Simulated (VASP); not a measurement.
# LiF (P6_3mc) in VASP: notebook, part 2 of 2

VASP 6.6.1.

**6. Single point, LDA (c/a of the conventional cell at fixed volume 1.4638)**

INCAR reads:

```
PREC = Accurate
ENCUT = 520
EDIFF = 1E-7
ISMEAR = 0
SIGMA = 0.05
LREAL = F
LASPH = T
NELM = 80
ALGO = Normal
ISIF = 2
LWAVE = F
LCHARG = F
NBANDS = 18
```

KPOINTS reads:

```
regular mesh
0
Gamma
  9 9 6
```

POSCAR reads:

```
LiF
1.0
    3.0801704379      0.0000000000      0.0000000000
   -1.5400852189      2.6675058472      0.0000000000
    0.0000000000      0.0000000000      4.5087534870
Li F
2 2
Direct
    0.3333333333      0.6666666667      0.4026947866
    0.6666666667      0.3333333333      0.9026947866
    0.3333333333      0.6666666667      0.9910195924
    0.6666666667      0.3333333333      0.4910195924
```

Potentials or basis: VASP PAW LDA potentials, release 64 (Li_sv, F).

Run with:

```sh
$ cat potpaw_LDA.64/Li_sv/POTCAR potpaw_LDA.64/F/POTCAR > POTCAR
$ mpirun -np 1 vasp_std > vasp.out
```

OUTCAR:

```text
PREC = Accurate
   ENCUT = 520
   EDIFF = 1E-7
   ISMEAR = 0
   LREAL = F
   LASPH = T
   NELM = 80
   ISIF = 2

 ion  position               nearest neighbor table
   1  0.333  0.667  0.403-   4 1.82   4 1.82   4 1.82   3 1.86
   2  0.667  0.333  0.903-   3 1.82   3 1.82   3 1.82   4 1.86
   3  0.333  0.667  0.991-   2 1.82   2 1.82   2 1.82   1 1.86
   4  0.667  0.333  0.491-   1 1.82   1 1.82   1 1.82   2 1.86

  LATTYP: Found a hexagonal cell.
 ALAT       =     3.0801704379
 C/A-ratio  =     1.4638000000

  Lattice vectors:

 A1 = (   3.0801704379,   0.0000000000,   0.0000000000)
 A2 = (  -1.5400852189,   2.6675058472,   0.0000000000)
 A3 = (   0.0000000000,   0.0000000000,   4.5087534870)

Analysis of symmetry for initial positions (statically):
=====================================================================
 Subroutine PRICEL returns:
 Original cell was already a primitive cell.

 Routine SETGRP: Setting up the symmetry group for a
 hexagonal supercell.

 Subroutine GETGRP returns: Found 12 space group operations
 (whereof  6 operations were pure point group operations)
 out of a pool of 24 trial point group operations.

The static configuration has the point symmetry C_3v.
 The point group associated with its full space group is C_6v.

Analysis of symmetry for dynamics (positions and initial velocities):
=====================================================================
 Subroutine PRICEL returns:
 Original cell was already a primitive cell.

 Routine SETGRP: Setting up the symmetry group for a
 hexagonal supercell.

 Subroutine GETGRP returns: Found 12 space group operations
 (whereof  6 operations were pure point group operations)
 out of a pool of 24 trial point group operations.

[... 115 lines left out ...]
   PSTRESS=    0.0 pullay stress
   NELECT =      20.0000    total number of electrons
   NUPDOWN=      -1.0000    fix difference up-down
   EMIN   =  10.00;   EMAX   =-10.00  energy-range for DOS
   EFERMI =   0.00;   METHOD = LEGACY
   ISMEAR =     0;   SIGMA  =   0.05  broadening in eV -4-tet -1-fermi 0-gaus
   EFERMI_NEDOS =   21; number of points for ismear=-14 and -15
   IALGO  =     38    algorithm
   IMIX   =      4    mixing-type and parameters
     AMIX     =   0.40;   BMIX     =  1.00
     AMIX_MAG =   1.60;   BMIX_MAG =  1.00
  volume/ion in A,a.u.               =       9.26        62.50
  Fermi-wavevector in a.u.,A,eV,Ry     =   1.333028  2.519058 24.177060  1.776964
  Thomas-Fermi vector in A             =   2.461918
   LORBIT       =      0    0 simple, 1 ext, 2 COOP (PROOUT), +10 PAW based schemes
   GGA     = CA    functional components
   LHFCALC =     F    Hartree Fock is set to
   AEXX    =    0.0000 exact exchange contribution
   IVDW    =     0    specifies the selected vdW correction
   LEPSILON=     F    determine dielectric tensor
   LRPA    =     F    only Hartree local field effects (RPA)
 non-spin polarized calculation
 Gauss-broadening in eV      SIGMA  =   0.05
  energy-cutoff  :      520.00
  volume of cell :       37.05
 maximum number of plane-waves:      1010
 NGX is ok and might be reduce to    24
   NGX = 11   NGY = 11   NGZ = 17

 number of electron      19.9999976 magnetization

 Free energy of the ion-electron system (eV)
  ---------------------------------------------------
  ext. energy  EPLUGINS =         0.00000000
  ---------------------------------------------------
  free energy    TOTEN  =       -20.80734836 eV

  energy without entropy =      -20.80734836  energy(sigma->0) =      -20.80734836

 E-fermi :  -1.9027     XC(G=0):  -9.8721

 val. band max:       -2.2284524141   @ k =   0.0000   0.0000   0.0000
 cond. band min:       5.4509025870   @ k =   0.0000   0.0000   0.0000
 fundamental gap:      7.6793550012
 Fermi energy:        -1.9027263283

 k-point     1 :       0.0000    0.0000    0.0000
  band No.  band energies     occupation
      1     -41.5984      2.00000
      2     -41.5250      2.00000
      3     -21.5590      2.00000
      4     -21.1609      2.00000
      5      -4.9710      2.00000
      6      -3.1059      2.00000
[... 481 lines left out ...]
      5      -4.7773      2.00000
      6      -3.7518      2.00000
[... 10 lines left out ...]
     17      16.3917      0.00000
     18      19.0617      0.00000

 [... further k-points ...]
[... 5 lines left out ...]
  --------------------------------------------------------------------------------------
  -------------------------------------------------------------------------------------
  Total       -0.1468894     -0.1468894     -0.2177847     -0.0000000     -0.0000000      0.0000000
  in kB       -6.3527873     -6.3527873     -9.4189235     -0.0000000     -0.0000000      0.0000000
  external PRESSURE =      -7.3748327 kB  Pullay stress =       0.0000000 kB

 VOLUME and BASIS-vectors are now :
 -----------------------------------------------------------------------------
  energy-cutoff  :      520.00
  volume of cell :       37.05
      direct lattice vectors                 reciprocal lattice vectors
     3.080170438  0.000000000  0.000000000     0.324657359  0.187441014  0.000000000
    -1.540085219  2.667505847  0.000000000     0.000000000  0.374882027  0.000000000
     0.000000000  0.000000000  4.508753487     0.000000000  0.000000000  0.221790790

 POSITION                                       TOTAL-FORCE (eV/Angst)
 -----------------------------------------------------------------------------------
     -0.00000      1.77834      1.81565         0.000000     -0.000000     -0.035150
      1.54009      0.88917      4.07003        -0.000000      0.000000     -0.035150
     -0.00000      1.77834      4.46826        -0.000000     -0.000000      0.035150
      1.54009      0.88917      2.21389         0.000000     -0.000000      0.035150
 -----------------------------------------------------------------------------------
    total drift:                               -0.000001     -0.000001     -0.001477

  FREE ENERGIE OF THE ION-ELECTRON SYSTEM (eV)
  ---------------------------------------------------
  free  energy   TOTEN  =       -20.8073483633 eV

  energy  without entropy=      -20.8073483633  energy(sigma->0) =      -20.80734836
```

stdout:

```text
POSCAR found type information on POSCAR LiF
 POSCAR found :  2 types and       4 ions
 scaLAPACK will be used
 LDA part: xc-table for (Slater(with rela. corr.)+CA(PZ))
 , standard interpolation
 POSCAR, INCAR and KPOINTS ok, starting setup
 FFT: planning ... GRIDC
 FFT: planning ... GRID_SOFT
 FFT: planning ... GRID
 WAVECAR not read
 entering main loop
```

Wall time 22 s (1 thread of Intel Xeon Platinum 8488C (Sapphire Rapids), shared host); peak memory 0.14 GiB.

What came out:

* Free energy: -20.8073 eV
* Largest force: 0.035 eV/Å
* Band gap on the k mesh: 7.68 eV, direct

Forces on the atoms (eV/Å):
```
Li   0.000  0.000 -0.035
Li   0.000  0.000 -0.035
F    0.000  0.000  0.035
F    0.000  0.000  0.035
```

Levels at points of the mesh, in eV from the valence-band top:
```tsv
k point	band 8	band 9	band 10	band 11	band 12	band 13
(0.00, 0.00, 0.00)	-0.41	-0.41	0.00	7.68	12.46	15.78
(0.00, 0.00, 0.50)	-0.65	-0.65	-0.65	9.58	9.58	18.01
```

Caveat: the cutoff is under 1.25 times the usual one of these potentials, so pressure, stress and relaxed cells hold a basis-set (Pulay) error.

**7. The runs side by side**

```tsv
cell	gap on the mesh (eV)	largest force (eV/Å)
a = 3.115, b = 3.115, c = 4.407 Å, angles 90.0, 90.0, 120.0°, 4 atoms	7.69	0.29
a = 2.983, b = 2.983, c = 4.807 Å, angles 90.0, 90.0, 120.0°, 4 atoms	7.91	0.68
a = 3.063, b = 3.063, c = 4.559 Å, angles 90.0, 90.0, 120.0°, 4 atoms	7.92	1.03
a = 3.030, b = 3.030, c = 4.659 Å, angles 90.0, 90.0, 120.0°, 4 atoms	7.88	1.61
a = 3.080, b = 3.080, c = 4.509 Å, angles 90.0, 90.0, 120.0°, 4 atoms	7.68	0.04
```

Alike in all rows: task single point; level LDA; potentials or basis VASP PAW LDA potentials, release 64 (Li_sv, F); no spin polarisation; k mesh 9 × 9 × 6; cutoff (eV) 520; smearing gaussian 0.05 eV.

Caveats: the cutoff is under 1.25 times the usual one of these potentials, so pressure, stress and relaxed cells hold a basis-set (Pulay) error; forces of over 1 eV/Å act on the atoms, so gaps and moduli don't describe the material at rest (some runs).

Total energies depend on the potentials used, so only differences within one code and one set of settings carry meaning.
